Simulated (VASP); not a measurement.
# BeCo (Pm-3m) in VASP: notebook

BeCo is run at these levels: LDA; tasks: single point.

Everything below comes from runs of VASP 6.6.1. Logs are shortened: lines on timing, memory, paths and dates and some standing lists are left out, and cuts for length are marked.

### Step 1. The cell of the first run

The structure is cubic, space group Pm-3m (No. 221). The conventional cell has a = 2.497 Å, b = 2.497 Å, c = 2.497 Å, α = 90.00°, β = 90.00°, γ = 90.00°. Within 2.9 Å of Be (site symmetry m-3m) lie 8 Co at 2.16 Å and 6 Be at 2.50 Å. Co (site symmetry m-3m) has 8 Be at 2.16 Å and 6 Co at 2.50 Å within 2.9 Å.

### Step 2. Single point, LDA, collinear spin, ferromagnetic start

INCAR reads:

```
PREC = Accurate ; ENCUT = 520
EDIFF = 1E-7 ; ISMEAR = -1
SIGMA = 0.05 ; LREAL = False
LASPH = True ; NELM = 150
ALGO = Normal ; ISIF = 2
LWAVE = False ; LCHARG = False
ISPIN = 2 ; MAGMOM = 0 3.2
LORBIT = 11 ; LMAXMIX = 4
GGA = CA ; NBANDS = 16
```

KPOINTS reads:

```
Automatic mesh
0
Gamma
  11 11 11
```

POSCAR reads:

```
BeCo
1.0
    2.4972880295      0.0000000000      0.0000000000
    0.0000000000      2.4972880295      0.0000000000
    0.0000000000      0.0000000000      2.4972880295
Be Co
1 1
Direct
    0.0000000000      0.0000000000      0.0000000000
    0.5000000000      0.5000000000      0.5000000000
```

Potentials or basis: VASP PAW LDA potentials, release 64 (Be, Co).

The run is started by

```
$ cat potpaw_LDA.64/Be/POTCAR potpaw_LDA.64/Co/POTCAR > POTCAR
$ mpirun -np 1 vasp_std > vasp.out
```

OUTCAR:

```text
PREC = Accurate
   ENCUT = 520
   EDIFF = 1E-7
   ISMEAR = -1
   LREAL = False
   LASPH = True
   NELM = 150
   ISIF = 2
   ISPIN = 2
   LORBIT = 11
   GGA = CA

 ion  position               nearest neighbor table
   1  0.000  0.000  0.000-   2 2.16   2 2.16   2 2.16   2 2.16   2 2.16   2 2.16   2 2.16   2 2.16

   2  0.500  0.500  0.500-   1 2.16   1 2.16   1 2.16   1 2.16   1 2.16   1 2.16   1 2.16   1 2.16

  LATTYP: Found a simple cubic cell.
 ALAT       =     2.4972880295

  Lattice vectors:

 A1 = (   2.4972880295,   0.0000000000,   0.0000000000)
 A2 = (   0.0000000000,   2.4972880295,   0.0000000000)
 A3 = (   0.0000000000,   0.0000000000,   2.4972880295)

Analysis of symmetry for initial positions (statically):
=====================================================================
 Subroutine PRICEL returns:
 Original cell was already a primitive cell.

 Routine SETGRP: Setting up the symmetry group for a
 simple cubic supercell.

 Subroutine GETGRP returns: Found 48 space group operations
 (whereof 48 operations were pure point group operations)
 out of a pool of 48 trial point group operations.

The static configuration has the point symmetry O_h .

Analysis of symmetry for dynamics (positions and initial velocities):
=====================================================================
 Subroutine PRICEL returns:
 Original cell was already a primitive cell.

 Routine SETGRP: Setting up the symmetry group for a
 simple cubic supercell.

 Subroutine GETGRP returns: Found 48 space group operations
 (whereof 48 operations were pure point group operations)
 out of a pool of 48 trial point group operations.

The dynamic configuration has the point symmetry O_h .

Analysis of structural, dynamic, and magnetic symmetry:
=====================================================================
 Subroutine PRICEL returns:
 Original cell was already a primitive cell.

 Routine SETGRP: Setting up the symmetry group for a
 simple cubic supercell.

 Subroutine GETGRP returns: Found 48 space group operations
 (whereof 48 operations were pure point group operations)
 out of a pool of 48 trial point group operations.

The overall configuration has the point symmetry O_h .

 Subroutine INISYM returns: Found 48 space group operations
 (whereof 48 operations are pure point group operations),
 and found     1 'primitive' translations

----------------------------------------------------------------------------------------

                                     Primitive cell

  volume of cell :      15.5742

  direct lattice vectors                    reciprocal lattice vectors
     2.497288029  0.000000000  0.000000000     0.400434386  0.000000000  0.000000000
     0.000000000  2.497288029  0.000000000     0.000000000  0.400434386  0.000000000
     0.000000000  0.000000000  2.497288029     0.000000000  0.000000000  0.400434386

  length of vectors
     2.497288029  2.497288029  2.497288029     0.400434386  0.400434386  0.400434386

  position of ions in fractional coordinates (direct lattice)
     0.000000000  0.000000000  0.000000000
     0.500000000  0.500000000  0.500000000

  ion indices of the primitive-cell ions
   primitive index   ion index
                 1           1
                 2           2

----------------------------------------------------------------------------------------

 KPOINTS: Automatic mesh

Automatic generation of k-mesh.
 Grid dimensions read from file:
 generate k-points for:   11   11   11

 Generating k-lattice:

  Cartesian coordinates                     Fractional coordinates (reciprocal lattice)
     0.036403126  0.000000000  0.000000000     0.090909091  0.000000000  0.000000000
     0.000000000  0.036403126  0.000000000     0.000000000  0.090909091  0.000000000
     0.000000000  0.000000000  0.036403126     0.000000000  0.000000000  0.090909091

  Length of vectors
     0.036403126  0.036403126  0.036403126

  Shift w.r.t. Gamma in fractional coordinates (k-lattice)
     0.000000000  0.000000000  0.000000000

 Subroutine IBZKPT returns following result:
 ===========================================

 Found     56 irreducible k-points:

 Following reciprocal coordinates:
            Coordinates               Weight
  0.000000  0.000000  0.000000      1.000000
  0.090909  0.000000  0.000000      6.000000
  0.181818  0.000000  0.000000      6.000000
  0.272727  0.000000  0.000000      6.000000
  0.363636  0.000000  0.000000      6.000000
  0.454545  0.000000  0.000000      6.000000
[... 16 lines left out ...]
  0.181818  0.090909  0.090909     24.000000
  0.272727  0.090909  0.090909     24.000000
 [... further k-points ...]
   k-points           NKPTS =     56   k-points in BZ     NKDIM =     56   number of bands    NBANDS=     16
   number of dos      NEDOS =    301   number of ions     NIONS =      2
   total plane-waves  NPLWV =   8000
   dimension x,y,z NGX =    20 NGY =   20 NGZ =   20
   dimension x,y,z NGXF=    40 NGYF=   40 NGZF=   40
   ions per type =               1   1
   NGX,Y,Z   is equivalent  to a cutoff of  13.31, 13.31, 13.31 a.u.
   NGXF,Y,Z  is equivalent  to a cutoff of  26.63, 26.63, 26.63 a.u.
 SYSTEM =  unknown system
   PREC   = accura    normal or accurate (medium, high low for compatibility)
   ISTART =      0    job   : 0-new  1-cont  2-samecut
   ICHARG =      2    charge: 1-file 2-atom 10-const
   ISPIN  =      2    spin polarized calculation?
   LNONCOLLINEAR =      F non collinear calculations
   LSORBIT =      F    spin-orbit coupling
   LASPH  =      T    aspherical Exc in radial PAW
   ENCUT  =  520.0 eV  38.22 Ry    6.18 a.u.   4.64  4.64  4.64*2*pi/ulx,y,z
   NELM   =    150;   NELMIN=  2; NELMDL= -5     # of ELM steps
   EDIFF  = 0.1E-06   stopping-criterion for ELM
   LREAL  =      F    real-space projection
   EDIFFG = 0.1E-05   stopping-criterion for IOM
   NSW    =      0    number of steps for IOM
   IBRION =     -1    ionic relax: 0-MD 1-quasi-New 2-CG
   NFREE  =      0    steps in history (QN), initial steepest desc. (CG)
   ISIF   =      2    stress and relaxation
   ISYM   =      2    0-nonsym 1-usesym 2-fastsym
   POTIM  = 0.5000    time-step for ionic-motion
   TEBEG  =    0.0;   TEEND  =   0.0 temperature during run
   PSTRESS=    0.0 pullay stress
   NELECT =      11.0000    total number of electrons
   NUPDOWN=      -1.0000    fix difference up-down
   EMIN   =  10.00;   EMAX   =-10.00  energy-range for DOS
   EFERMI =   0.00;   METHOD = LEGACY
   ISMEAR =    -1;   SIGMA  =   0.05  broadening in eV -4-tet -1-fermi 0-gaus
   EFERMI_NEDOS =   21; number of points for ismear=-14 and -15
   IALGO  =     38    algorithm
   IMIX   =      4    mixing-type and parameters
     AMIX     =   0.40;   BMIX     =  1.00
     AMIX_MAG =   1.60;   BMIX_MAG =  1.00
  volume/ion in A,a.u.               =       7.79        52.55
  Fermi-wavevector in a.u.,A,eV,Ry     =   1.457931  2.755091 28.920054  2.125564
  Thomas-Fermi vector in A             =   2.574675
   LORBIT       =     11    0 simple, 1 ext, 2 COOP (PROOUT), +10 PAW based schemes
   GGA     = CA    functional components
   LHFCALC =     F    Hartree Fock is set to
   AEXX    =    0.0000 exact exchange contribution
   IVDW    =     0    specifies the selected vdW correction
   LEPSILON=     F    determine dielectric tensor
   LRPA    =     F    only Hartree local field effects (RPA)
 spin polarized calculation
  energy-cutoff  :      520.00
  volume of cell :       15.57
 maximum number of plane-waves:       437
 NGX is ok and might be reduce to    20
   NGX =  9   NGY =  9   NGZ =  9

 number of electron      10.9999990 magnetization       0.3478936

 Free energy of the ion-electron system (eV)
  ---------------------------------------------------
  ext. energy  EPLUGINS =         0.00000000
  ---------------------------------------------------
  free energy    TOTEN  =       -13.04239691 eV

  energy without entropy =      -13.02622309  energy(sigma->0) =      -13.03431000

 E-fermi :  10.0496     XC(G=0): -13.3408

 val. band max:       10.0371016256   @ k =   0.0909   0.0909   0.0909
 cond. band min:      10.0537715361   @ k =   0.4545   0.3636   0.3636
 fundamental gap:      0.0166699105
 Fermi energy:        10.0496036887

 spin component 1

 k-point     1 :       0.0000    0.0000    0.0000
  band No.  band energies     occupation
      1      -0.0066      1.00000
      2       6.7957      1.00000
      3       6.7957      1.00000
      4       9.9083      0.94411
      5       9.9083      0.94411
      6       9.9083      0.94411
[... 8 lines left out ...]
     15      42.1978      0.00000
     16      43.2281      0.00000

 k-point     2 :       0.0909    0.0000    0.0000
  band No.  band energies     occupation
      1       0.1727      1.00000
      2       6.8247      1.00000
      3       6.8385      1.00000
      4       9.7682      0.99642
      5       9.7682      0.99642
      6       9.9176      0.93343
[... 8 lines left out ...]
     15      41.3861      0.00000
     16      41.6540      0.00000

 k-point     3 :       0.1818    0.0000    0.0000
  band No.  band energies     occupation
      1       0.6938      1.00000
      2       6.8748      1.00000
      3       6.9553      1.00000
      4       9.4224      1.00000
      5       9.4224      1.00000
      6       9.9426      0.89466
[... 8 lines left out ...]
     15      38.8103      0.00000
     16      40.9239      0.00000
[... 362 lines left out ...]
 k-point    23 :       0.1818    0.0909    0.0909
  band No.  band energies     occupation
      1       1.0493      1.00000
      2       6.9765      1.00000
      3       7.0310      1.00000
      4       9.2637      1.00000
      5       9.3101      1.00000
      6       9.7102      0.99887
[... 8 lines left out ...]
     15      38.4230      0.00000
     16      41.8900      0.00000

 k-point    24 :       0.2727    0.0909    0.0909
  band No.  band energies     occupation
      1       1.8555      1.00000
      2       6.9223      1.00000
      3       7.2009      1.00000
      4       8.8705      1.00000
      5       8.9662      1.00000
      6       9.7610      0.99689
[... 8 lines left out ...]
     15      38.3878      0.00000
     16      39.5010      0.00000

 [... further k-points ...]

 spin component 2

 k-point     1 :       0.0000    0.0000    0.0000
  band No.  band energies     occupation
      1       0.0289      1.00000
      2       7.0330      1.00000
      3       7.0330      1.00000
      4      10.2706      0.01189
      5      10.2706      0.01189
      6      10.2706      0.01189
[... 8 lines left out ...]
     15      42.2653      0.00000
     16      43.2673      0.00000

 k-point     2 :       0.0909    0.0000    0.0000
  band No.  band energies     occupation
      1       0.2082      1.00000
      2       7.0573      1.00000
      3       7.0771      1.00000
      4      10.1235      0.18574
      5      10.1235      0.18574
      6      10.2802      0.00984
[... 8 lines left out ...]
     15      41.4364      0.00000
     16      41.7196      0.00000

 k-point     3 :       0.1818    0.0000    0.0000
  band No.  band energies     occupation
      1       0.7297      1.00000
      2       7.0899      1.00000
      3       7.1976      1.00000
      4       9.7627      0.99679
      5       9.7627      0.99679
      6      10.3060      0.00589
[... 8 lines left out ...]
     15      38.8768      0.00000
     16      40.9839      0.00000
[... 362 lines left out ...]
 k-point    23 :       0.1818    0.0909    0.0909
  band No.  band energies     occupation
      1       1.0852      1.00000
      2       7.1937      1.00000
      3       7.2682      1.00000
      4       9.5938      0.99989
      5       9.6455      0.99969
      6      10.0638      0.42934
[... 8 lines left out ...]
     15      38.4852      0.00000
     16      41.9466      0.00000

 k-point    24 :       0.2727    0.0909    0.0909
  band No.  band energies     occupation
      1       1.8937      1.00000
      2       7.1031      1.00000
      3       7.4446      1.00000
      4       9.1893      1.00000
      5       9.2843      1.00000
      6      10.1168      0.20672
[... 8 lines left out ...]
     15      38.4332      0.00000
     16      39.5685      0.00000

 [... further k-points ...]

------------------------ aborting loop because EDIFF is reached ----------------------------------------

  FORCE on cell =-STRESS in cart. coord.  units (eV):
  Direction    XX          YY          ZZ          XY          YZ          ZX
  --------------------------------------------------------------------------------------
  -------------------------------------------------------------------------------------
  Total        1.2690891      1.2690891      1.2690891     -0.0000000      0.0000000     -0.0000000
  in kB      130.5559829    130.5559829    130.5559829     -0.0000000      0.0000000     -0.0000000
  external PRESSURE =     130.5559829 kB  Pullay stress =       0.0000000 kB

 VOLUME and BASIS-vectors are now :
 -----------------------------------------------------------------------------
  energy-cutoff  :      520.00
  volume of cell :       15.57
      direct lattice vectors                 reciprocal lattice vectors
     2.497288029  0.000000000  0.000000000     0.400434386  0.000000000  0.000000000
     0.000000000  2.497288029  0.000000000     0.000000000  0.400434386  0.000000000
     0.000000000  0.000000000  2.497288029     0.000000000  0.000000000  0.400434386

 POSITION                                       TOTAL-FORCE (eV/Angst)
 -----------------------------------------------------------------------------------
      0.00000      0.00000      0.00000         0.000000      0.000000      0.000000
      1.24864      1.24864      1.24864         0.000000      0.000000      0.000000
 -----------------------------------------------------------------------------------
    total drift:                               -0.000000      0.000000     -0.000000

  FREE ENERGIE OF THE ION-ELECTRON SYSTEM (eV)
  ---------------------------------------------------
  free  energy   TOTEN  =       -13.0423969130 eV

  energy  without entropy=      -13.0262230893  energy(sigma->0) =      -13.03431000

 total charge

# of ion       s       p       d       tot
------------------------------------------
    1        0.493   0.836   0.000   1.329
    2        0.533   0.675   7.531   8.739
--------------------------------------------------
tot          1.026   1.511   7.531  10.068

 magnetization (x)

# of ion       s       p       d       tot
------------------------------------------
    1       -0.003  -0.010   0.000  -0.013
    2        0.001   0.005   0.349   0.355
--------------------------------------------------
tot         -0.002  -0.004   0.349   0.343
```

Run time: 13 s. Hardware: 1 thread of Intel Xeon 6975P-C (Granite Rapids), shared host; peak memory 0.14 GiB.

What came out:

```yaml
Free_energy: -13.0424 eV
Pressure: 13.1 GPa
Net_moment: 0.35 μB per cell
Site_moments: Be -0.01; Co +0.35 μB
Valence_electrons_inside_the_program's_atomic_spheres: Be 1.33; Co 8.74
```

Levels at points of the mesh, in eV from the Fermi level:
Spin up:
| k point | band 3 | band 4 | band 5 | band 6 | band 7 | band 8 | band 9 | band 10 |
| --- | --- | --- | --- | --- | --- | --- | --- | --- |
| (0.00, 0.00, 0.00) | -3.25 | -0.14 | -0.14 | -0.14 | 8.26 | 8.26 | 8.26 | 16.54 |
Spin down:
| k point | band 2 | band 3 | band 4 | band 5 | band 6 | band 7 | band 8 | band 9 |
| --- | --- | --- | --- | --- | --- | --- | --- | --- |
| (0.00, 0.00, 0.00) | -3.02 | -3.02 | 0.22 | 0.22 | 0.22 | 8.28 | 8.28 | 8.28 |

[end of part 1 of 2]
